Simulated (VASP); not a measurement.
# Ta (Im-3m) in VASP: notebook

Ta is run at these levels: PBE, LDA, r2SCAN; tasks: relaxation of cell and atoms, single point.

Program: VASP 6.6.1. These are calculated values, not measurements. Logs are shortened: lines on timing, memory, paths and dates and some standing lists are left out, and cuts for length are marked.

### Step 1. The cell of the first run

It takes space group Im-3m (No. 229, cubic). Conventional cell: a = 3.303 Å, b = 3.303 Å, c = 3.303 Å, α = 90.00°, β = 90.00°, γ = 90.00°. Ta (site symmetry m-3m) has 14 Ta at 2.86 to 3.30 Å within 3.8 Å.

### Step 2. Relaxation of cell and atoms, PBE, target pressure 20 GPa, at which the enthalpy is minimised

INCAR

```
PREC = Accurate ; ENCUT = 600
EDIFF = 1E-7 ; ISMEAR = -1
SIGMA = 0.05 ; LREAL = F
LASPH = T ; NELM = 60
ALGO = Normal ; ISIF = 3
LWAVE = F ; LCHARG = F
GGA = PE ; IBRION = 2
NSW = 60 ; EDIFFG = -0.01
PSTRESS = 200.0
```

KPOINTS

```
Automatic mesh
0
Gamma
  11 11 11
```

POSCAR

```
Ta
1.0
   -1.6512800000      1.6512800000      1.6512800000
    1.6512800000     -1.6512800000      1.6512800000
    1.6512800000      1.6512800000     -1.6512800000
Ta
1
Direct
    0.0000000000      0.0000000000      0.0000000000
```

Potentials or basis: VASP PAW PBE potentials, release 64 (Ta_pv).

Started as:

```sh
$ cat potpaw_PBE.64/Ta_pv/POTCAR > POTCAR
$ mpirun -np 1 vasp_std > vasp.out
```

OUTCAR:

```text
PREC = Accurate
   ENCUT = 600
   EDIFF = 1E-7
   ISMEAR = -1
   LREAL = F
   LASPH = T
   NELM = 60
   ISIF = 3
   GGA = PE
   IBRION = 2
   NSW = 60
   EDIFFG = -0.01
   PSTRESS = 200.0

 ion  position               nearest neighbor table
   1  0.000  0.000  0.000-

  LATTYP: Found a body centered cubic cell.
 ALAT       =     3.3025600000

  Lattice vectors:

 A1 = (  -1.6512800000,   1.6512800000,   1.6512800000)
 A2 = (   1.6512800000,  -1.6512800000,   1.6512800000)
 A3 = (   1.6512800000,   1.6512800000,  -1.6512800000)

Analysis of symmetry for initial positions (statically):
=====================================================================
 Subroutine PRICEL returns:
 Original cell was already a primitive cell.

 Routine SETGRP: Setting up the symmetry group for a
 body centered cubic supercell.

 Subroutine GETGRP returns: Found 48 space group operations
 (whereof 48 operations were pure point group operations)
 out of a pool of 48 trial point group operations.

The static configuration has the point symmetry O_h .

Analysis of symmetry for dynamics (positions and initial velocities):
=====================================================================
 Subroutine PRICEL returns:
 Original cell was already a primitive cell.

 Routine SETGRP: Setting up the symmetry group for a
 body centered cubic supercell.

 Subroutine GETGRP returns: Found 48 space group operations
 (whereof 48 operations were pure point group operations)
 out of a pool of 48 trial point group operations.

The dynamic configuration has the point symmetry O_h .

 Subroutine INISYM returns: Found 48 space group operations
 (whereof 48 operations are pure point group operations),
 and found     1 'primitive' translations

----------------------------------------------------------------------------------------

                                     Primitive cell

  volume of cell :      18.0104

  direct lattice vectors                    reciprocal lattice vectors
    -1.651280000  1.651280000  1.651280000     0.000000000  0.302795407  0.302795407
     1.651280000 -1.651280000  1.651280000     0.302795407  0.000000000  0.302795407
     1.651280000  1.651280000 -1.651280000     0.302795407  0.302795407  0.000000000

  length of vectors
     2.860100858  2.860100858  2.860100858     0.428217371  0.428217371  0.428217371

  position of ions in fractional coordinates (direct lattice)
[... 83 lines left out ...]
   ISIF   =      3    stress and relaxation
   ISYM   =      2    0-nonsym 1-usesym 2-fastsym
   POTIM  = 0.5000    time-step for ionic-motion
   TEBEG  =    0.0;   TEEND  =   0.0 temperature during run
   PSTRESS=  200.0 pullay stress
   NELECT =      11.0000    total number of electrons
   NUPDOWN=      -1.0000    fix difference up-down
   EMIN   =  10.00;   EMAX   =-10.00  energy-range for DOS
   EFERMI =   0.00;   METHOD = LEGACY
   ISMEAR =    -1;   SIGMA  =   0.05  broadening in eV -4-tet -1-fermi 0-gaus
   EFERMI_NEDOS =   21; number of points for ismear=-14 and -15
   IALGO  =     38    algorithm
   IMIX   =      4    mixing-type and parameters
     AMIX     =   0.40;   BMIX     =  1.00
     AMIX_MAG =   1.60;   BMIX_MAG =  1.00
  volume/ion in A,a.u.               =      18.01       121.54
  Fermi-wavevector in a.u.,A,eV,Ry     =   1.388988  2.624806 26.249534  1.929286
  Thomas-Fermi vector in A             =   2.513061
   LORBIT       =      0    0 simple, 1 ext, 2 COOP (PROOUT), +10 PAW based schemes
   GGA     = PE    functional components
   LHFCALC =     F    Hartree Fock is set to
   AEXX    =    0.0000 exact exchange contribution
   IVDW    =     0    specifies the selected vdW correction
   LEPSILON=     F    determine dielectric tensor
   LRPA    =     F    only Hartree local field effects (RPA)
 conjugate gradient relaxation of ions
 non-spin polarized calculation
  energy-cutoff  :      600.00
  volume of cell :       18.01
 maximum number of plane-waves:       615
   NGX = 11   NGY = 11   NGZ = 11

--------------------------------------- Ionic step        1  -------------------------------------------

 number of electron      11.0000002 magnetization

 Free energy of the ion-electron system (eV)
  ---------------------------------------------------
  ext. energy  EPLUGINS =         0.00000000
  ---------------------------------------------------
  free energy    TOTEN  =       -11.81880240 eV

  energy without entropy =      -11.81046964  energy(sigma->0) =      -11.81463602

------------------------ aborting loop because EDIFF is reached ----------------------------------------

  FORCE on cell =-STRESS in cart. coord.  units (eV):
  Direction    XX          YY          ZZ          XY          YZ          ZX
  --------------------------------------------------------------------------------------
  -------------------------------------------------------------------------------------
  Total        0.3074331      0.3074331      0.3074331     -0.0000000     -0.0000000     -0.0000000
  in kB       27.3488451     27.3488451     27.3488451     -0.0000000     -0.0000000     -0.0000000
  external PRESSURE =    -172.6511549 kB  Pullay stress =     200.0000000 kB
[... 135 lines left out ...]
--------------------------------------- Ionic step        5  -------------------------------------------

 number of electron      10.9999998 magnetization

 Free energy of the ion-electron system (eV)
  ---------------------------------------------------
  ext. energy  EPLUGINS =         0.00000000
  ---------------------------------------------------
  free energy    TOTEN  =       -11.73534352 eV

  energy without entropy =      -11.72927612  energy(sigma->0) =      -11.73230982

 E-fermi :   6.0751     XC(G=0): -12.9869

 val. band max:        6.0151549536   @ k =  -0.4545  -0.4545   0.0909
 cond. band min:       6.1506426997   @ k =  -0.1818   0.2727   0.0909
 fundamental gap:      0.1354877461
 Fermi energy:         6.0751312391

 k-point     1 :       0.0000    0.0000    0.0000
  band No.  band energies     occupation
      1     -26.7091      2.00000
      2     -26.7091      2.00000
      3     -26.7091      2.00000
      4      -2.1043      2.00000
      5       6.8058      0.00000
      6       6.8058      0.00000
      7       6.8058      0.00000
      8      10.3377      0.00000
      9      10.3377      0.00000
[... 265 lines left out ...]
 k-point    24 :       0.3636    0.1818    0.0909
  band No.  band energies     occupation
      1     -27.9304      2.00000
      2     -27.3832      2.00000
      3     -26.9560      2.00000
      4       3.0560      2.00000
      5       4.3347      2.00000
      6       6.2535      0.05492
      7      10.8586      0.00000
      8      11.4912      0.00000
      9      16.1003      0.00000

 [... further k-points ...]
[... 5 lines left out ...]
  --------------------------------------------------------------------------------------
  -------------------------------------------------------------------------------------
  Total        2.0939868      2.0939868      2.0939868     -0.0000000      0.0000000      0.0000000
  in kB      200.0062605    200.0062605    200.0062605     -0.0000000      0.0000000      0.0000000
  external PRESSURE =       0.0062605 kB  Pullay stress =     200.0000000 kB
[... 20 lines left out ...]
  energy  without entropy=      -11.7292761165  energy(sigma->0) =      -11.73230982

  enthalpy is  TOTEN    =        -9.6414222406 eV   P V=        2.0939212816

 reached required accuracy - stopping structural energy minimisation
```

It took 21 s on 1 thread of Intel Xeon Platinum 8488C (Sapphire Rapids), shared host; peak memory 0.15 GiB.

What came out:

```yaml
Free_energy: -11.7353 eV
Relaxed_volume: 16.77 Å³/atom
Relaxed_cell: a = 2.793 Å, b = 2.793 Å, c = 2.793 Å, α = 109.47°, β = 109.47°, γ = 109.47°
Space_group_after_relaxing_to_0.05_Å: Im-3m (No. 229)
Energy_change_on_relaxing_the_enthalpy_is_what_falls: +83.5 meV/atom
Ionic_steps: 5
Pressure_after_relaxing: 20.0 GPa
```

Step by step:
```
step  energy change (eV)  largest force (eV/Å)  pressure (GPa)  volume (Å³)
   1              0.0000                0.0000            2.73        18.01
   2              1.3245                0.0000          110.48        13.41
   3              0.0662                0.0000           17.58        16.92
   4              0.0805                0.0000           19.60        16.80
   5              0.0835                0.0000           20.00        16.77
```

Final structure:
```
Ta
1.0
    -1.61260    1.61260    1.61260
     1.61260   -1.61260    1.61260
     1.61260    1.61260   -1.61260
Ta
1
Direct
  0.00000 0.00000 0.00000
```

Caveat: the cell is relaxed towards a set pressure, so the enthalpy falls and the energy may rise; spin-orbit coupling is left out, which moves the levels of the heavy elements.

### Step 3. Relaxation of cell and atoms, PBE, target pressure 30 GPa, at which the enthalpy is minimised

INCAR

```
  PREC = Accurate
  ENCUT = 600
  EDIFF = 1E-6
  ISMEAR = -1
  SIGMA = 0.05
  LREAL = F
  LASPH = T
  NELM = 80
  ALGO = Fast
  ISIF = 3
  LWAVE = F
  LCHARG = F
  GGA = PE
  IBRION = 2
  NSW = 60
  EDIFFG = -0.01
  PSTRESS = 300.0
```

KPOINTS

```
regular mesh
0
Gamma
  11 11 11
```

POSCAR is that of step 2.

Potentials or basis: VASP PAW PBE potentials, release 64 (Ta_pv).

Started as:

```sh
$ cat potpaw_PBE.64/Ta_pv/POTCAR > POTCAR
$ mpirun -np 1 vasp_std > vasp.out
```

Run time: 24 s. Hardware: 1 thread of Intel Xeon Platinum 8488C (Sapphire Rapids), shared host; peak memory 0.15 GiB.

The run converged. Its results:

- Free energy: -11.6507 eV
- Relaxed volume: 16.23 Å³/atom
- Relaxed cell: a = 2.762 Å, b = 2.762 Å, c = 2.762 Å, α = 109.47°, β = 109.47°, γ = 109.47°
- Space group after relaxing (to 0.05 Å): Im-3m (No. 229)
- Energy change on relaxing (the enthalpy is what falls): +168.1 meV/atom
- Ionic steps: 5
- Pressure after relaxing: 29.9 GPa

The path:
| step | energy change (eV) | largest force (eV/Å) | pressure (GPa) | volume (Å³) |
| --- | --- | --- | --- | --- |
| 1 | 0.0000 | 0.0000 | 2.72 | 18.01 |
| 2 | 3.6868 | 0.0000 | 240.46 | 11.14 |
| 3 | 0.1201 | 0.0000 | 24.56 | 16.51 |
| 4 | 0.1573 | 0.0000 | 28.83 | 16.29 |
| 5 | 0.1681 | 0.0000 | 29.92 | 16.23 |

Final structure:
```xyz
1
Lattice="-1.5949 1.5949 1.5949 1.5949 -1.5949 1.5949 1.5949 1.5949 -1.5949" Properties=species:S:1:pos:R:3 pbc="T T T"
Ta    0.0000    0.0000    0.0000
```

Levels at points of the mesh, in eV from the Fermi level:
| k point | band 1 | band 2 | band 3 | band 4 | band 5 | band 6 | band 7 | band 8 | band 9 |
| --- | --- | --- | --- | --- | --- | --- | --- | --- | --- |
| (0.00, 0.00, 0.00) | -32.65 | -32.65 | -32.65 | -8.29 | 0.73 | 0.73 | 0.73 | 4.38 | 4.38 |

Caveat: the cell is relaxed towards a set pressure, so the enthalpy falls and the energy may rise; spin-orbit coupling is left out, which moves the levels of the heavy elements.

### Step 4. Relaxation of cell and atoms, LDA

INCAR

```
PREC = Accurate
ENCUT = 600
EDIFF = 1E-7
ISMEAR = -1
SIGMA = 0.05
LREAL = False
LASPH = True
NELM = 100
ALGO = Fast
ISIF = 3
LWAVE = False
LCHARG = False
IBRION = 2
NSW = 60
EDIFFG = -0.01
```

KPOINTS

```
Automatic mesh
0
Gamma
  11 11 11
```

POSCAR is that of step 3.

Potentials or basis: VASP PAW LDA potentials, release 64 (Ta_pv).

Started as:

```sh
$ cat potpaw_LDA.64/Ta_pv/POTCAR > POTCAR
$ mpirun -np 1 vasp_std > vasp.out
```

It took 17 s on 1 thread of Intel Xeon Platinum 8488C (Sapphire Rapids), shared host; peak memory 0.14 GiB.

It converged, with:

```yaml
Free_energy: -12.8392 eV
Relaxed_volume: 17.29 Å³/atom
Relaxed_cell: a = 2.821 Å, b = 2.821 Å, c = 2.821 Å, α = 109.47°, β = 109.47°, γ = 109.47°
Space_group_after_relaxing_to_0.05_Å: Im-3m (No. 229)
Energy_gained_by_relaxing: 20.3 meV/atom
Ionic_steps: 4
Pressure_after_relaxing: 0.0 GPa
```

Step by step:
| step | energy change (eV) | largest force (eV/Å) | pressure (GPa) | volume (Å³) |
| --- | --- | --- | --- | --- |
| 1 | 0.0000 | 0.0000 | -8.63 | 18.01 |
| 2 | 0.1178 | 0.0000 | 28.56 | 15.60 |
| 3 | -0.0203 | 0.0000 | -0.38 | 17.31 |
| 4 | -0.0203 | 0.0000 | -0.04 | 17.29 |

Final structure:
```xyz
1
Lattice="-1.6288 1.6288 1.6288 1.6288 -1.6288 1.6288 1.6288 1.6288 -1.6288" Properties=species:S:1:pos:R:3 pbc="T T T"
Ta    0.0000    0.0000    0.0000
```

Levels at points of the mesh, in eV from the Fermi level:
```tsv
k point	band 1	band 2	band 3	band 4	band 5	band 6	band 7	band 8	band 9
(0.00, 0.00, 0.00)	-32.74	-32.74	-32.74	-7.99	0.67	0.67	0.67	4.08	4.08
```

Caveat: spin-orbit coupling is left out, which moves the levels of the heavy elements.

### Step 5. Relaxation of cell and atoms, r2SCAN

POSCAR is that of step 4.

INCAR.step1

```
ALGO = Normal ; EDIFF = 1E-4
ENCUT = 600 ; GGA = PE
ISMEAR = -1 ; LASPH = True
LCHARG = False ; LREAL = False
LWAVE = True ; NELM = 60
PREC = Accurate ; SIGMA = 0.05
```

INCAR.step2

```
ALGO = Normal ; EDIFF = 1E-6
EDIFFG = -0.01 ; ENCUT = 600
IBRION = 2 ; ISIF = 3
ISMEAR = -1 ; ISTART = 1
LASPH = True ; LCHARG = False
LMIXTAU = True ; LREAL = False
LWAVE = False ; METAGGA = R2SCAN
NELM = 60 ; NSW = 60
PREC = Accurate ; SIGMA = 0.05
```

KPOINTS

```
k-points
0
Gamma
  11 11 11
```

Potentials or basis: VASP PAW PBE potentials, release 64 (Ta_pv).

Started as:

```sh
$ cat potpaw_PBE.64/Ta_pv/POTCAR > POTCAR
$ cp INCAR.step1 INCAR
$ mpirun -np 1 vasp_std > vasp.out
$ cp INCAR.step2 INCAR
$ mpirun -np 1 vasp_std > vasp.out
```

OUTCAR:

```text
EDIFF = 1E-6
   EDIFFG = -0.01
   ENCUT = 600
   IBRION = 2
   ISIF = 3
   ISMEAR = -1
   ISTART = 1
   LASPH = True
   LREAL = False
   METAGGA = R2SCAN
   NELM = 60
   NSW = 60
   PREC = Accurate

 ion  position               nearest neighbor table
   1  0.000  0.000  0.000-

  LATTYP: Found a body centered cubic cell.
 ALAT       =     3.3025600000

  Lattice vectors:

 A1 = (  -1.6512800000,   1.6512800000,   1.6512800000)
 A2 = (   1.6512800000,  -1.6512800000,   1.6512800000)
 A3 = (   1.6512800000,   1.6512800000,  -1.6512800000)

Analysis of symmetry for initial positions (statically):
=====================================================================
 Subroutine PRICEL returns:
 Original cell was already a primitive cell.

 Routine SETGRP: Setting up the symmetry group for a
 body centered cubic supercell.
[... 244 lines left out ...]

 E-fermi :   5.2713     XC(G=0): -13.7520

 val. band max:        5.2655846990   @ k =  -0.4545  -0.4545   0.1818
 cond. band min:       5.2932758487   @ k =   0.3636   0.1818   0.0000
 fundamental gap:      0.0276911496
 Fermi energy:         5.2712570778

 k-point     1 :       0.0000    0.0000    0.0000
  band No.  band energies     occupation
      1     -28.9348      2.00000
      2     -28.9348      2.00000
      3     -28.9348      2.00000
      4      -3.0181      2.00000
      5       6.1423      0.00000
      6       6.1423      0.00000
      7       6.1423      0.00000
      8       9.6171      0.00000
      9       9.6171      0.00000
[... 265 lines left out ...]
 k-point    24 :       0.3636    0.1818    0.0909
  band No.  band energies     occupation
      1     -29.9424      2.00000
      2     -29.4891      2.00000
      3     -29.1350      2.00000
      4       2.3492      2.00000
      5       3.6496      2.00000
      6       5.2031      1.59281
      7      10.0452      0.00000
      8      10.6361      0.00000
      9      15.0346      0.00000

 [... further k-points ...]
[... 5 lines left out ...]
  --------------------------------------------------------------------------------------
  -------------------------------------------------------------------------------------
  Total        0.0011979      0.0011979      0.0011979      0.0000000      0.0000000     -0.0000000
  in kB        0.1062107      0.1062107      0.1062107      0.0000000      0.0000000     -0.0000000
  external PRESSURE =       0.1062107 kB  Pullay stress =       0.0000000 kB
[... 16 lines left out ...]
  FREE ENERGIE OF THE ION-ELECTRON SYSTEM (eV)
  ---------------------------------------------------
  free  energy   TOTEN  =       -48.5859350741 eV

  energy  without entropy=      -48.5759463737  energy(sigma->0) =      -48.58094072

 reached required accuracy - stopping structural energy minimisation
```

OUTCAR.step1:

```text
EDIFF = 1E-4
   ENCUT = 600
   GGA = PE
   ISMEAR = -1
   LASPH = True
[... 502 lines left out ...]

 POSITION                                       TOTAL-FORCE (eV/Angst)
 -----------------------------------------------------------------------------------
      0.00000      0.00000      0.00000        -0.000000      0.000000      0.000000
 -----------------------------------------------------------------------------------
    total drift:                               -0.000000      0.000000     -0.000000

  FREE ENERGIE OF THE ION-ELECTRON SYSTEM (eV)
  ---------------------------------------------------
  free  energy   TOTEN  =       -11.8188070862 eV

  energy  without entropy=      -11.8104769840  energy(sigma->0) =      -11.81464204
```

OSZICAR.step1:

```text
N       E                     dE             d eps       ncg     rms          rms(c)
DAV:   1     0.494787443450E+02    0.49479E+02   -0.71306E+03  1008   0.130E+03
DAV:   2    -0.115738162261E+02   -0.61053E+02   -0.60345E+02  1312   0.258E+02
DAV:   3    -0.122721112424E+02   -0.69830E+00   -0.69063E+00  1160   0.275E+01
DAV:   4    -0.122761215370E+02   -0.40103E-02   -0.40091E-02  1140   0.181E+00
DAV:   5    -0.122761513934E+02   -0.29856E-04   -0.29855E-04  1134   0.136E-01    0.134E+01
DAV:   6    -0.119262426998E+02    0.34991E+00   -0.39177E-01  1052   0.767E+00    0.656E+00
DAV:   7    -0.118200543476E+02    0.10619E+00   -0.32706E-01  1058   0.665E+00    0.378E-01
DAV:   8    -0.118188284414E+02    0.12259E-02   -0.38302E-03  1077   0.817E-01    0.110E-01
DAV:   9    -0.118188070862E+02    0.21355E-04   -0.12750E-04   846   0.147E-01
   1 F= -.11818807E+02 E0= -.11814642E+02  d E =-.833010E-02
```

It took 49 s on 1 thread of Intel Xeon Platinum 8488C (Sapphire Rapids), shared host; peak memory 0.15 GiB.

Results:

| Property | Result |
| --- | --- |
| Free energy | -48.5859 eV |
| Relaxed volume | 18.07 Å³/atom |
| Relaxed cell | a = 2.863 Å, b = 2.863 Å, c = 2.863 Å, α = 109.47°, β = 109.47°, γ = 109.47° |
| Space group after relaxing (to 0.05 Å) | Im-3m (No. 229) |
| Energy gained by relaxing | 0.1 meV/atom |
| Ionic steps | 3 |
| Pressure after relaxing | 0.0 GPa |

The path:
| step | energy change (eV) | largest force (eV/Å) | pressure (GPa) | volume (Å³) |
| --- | --- | --- | --- | --- |
| 1 | 0.0000 | 0.0000 | 0.67 | 18.01 |
| 2 | 0.0005 | 0.0000 | -1.50 | 18.21 |
| 3 | -0.0001 | 0.0000 | 0.01 | 18.07 |

Final structure:
```
Ta
1.0
    -1.65310    1.65310    1.65310
     1.65310   -1.65310    1.65310
     1.65310    1.65310   -1.65310
Ta
1
Direct
  0.00000 0.00000 0.00000
```

Caveat: the PAW data sets were made with another functional, which shifts forces and pressure a little; spin-orbit coupling is left out, which moves the levels of the heavy elements. Zero-point motion and thermal expansion aren't in these numbers.

(Part 1 of 2 ends here.)
